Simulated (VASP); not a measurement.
Pt:

```
Pt
1.0
     0.00000    1.96090    1.96090
     1.96090    0.00000    1.96090
     1.96090    1.96090    0.00000
Pt
1
Cartesian
  0.0000 0.0000 0.0000
```

* Program: VASP 6.6.1
* Task: relaxation of cell and atoms
* Functional: revPBE
* Dispersion: D3(BJ)
* Potentials or basis: VASP PAW PBE potentials, release 64 (Pt)
* Cutoff: 600 eV
* k mesh: 12 × 12 × 12
* Occupations: fermi-dirac, width 0.05 eV
* Spin: no spin polarisation

At the start: pressure -3.6 GPa; volume 15.08 Å³/atom.

Where does the relaxation end?

Over 3 steps the energy falls by 2.2 meV/atom and the volume is 14.89 Å³/atom (-1.2 %); space group Fm-3m (No. 225, to 0.1 Å) before and after.

The path:
```
step  energy change (eV)  largest force (eV/Å)  pressure (GPa)  volume (Å³)
   1              0.0000                0.0000           -3.56        15.08
   2              0.0161                0.0000           11.57        14.36
   3             -0.0022                0.0000           -0.04        14.89
```

Final structure:
```
CELL_PARAMETERS angstrom
0.00000 1.95270 1.95270
1.95270 0.00000 1.95270
1.95270 1.95270 0.00000
ATOMIC_POSITIONS crystal
Pt 0.00000 0.00000 0.00000
```

Caveat: the PAW data sets were made with another functional, which shifts forces and pressure a little.
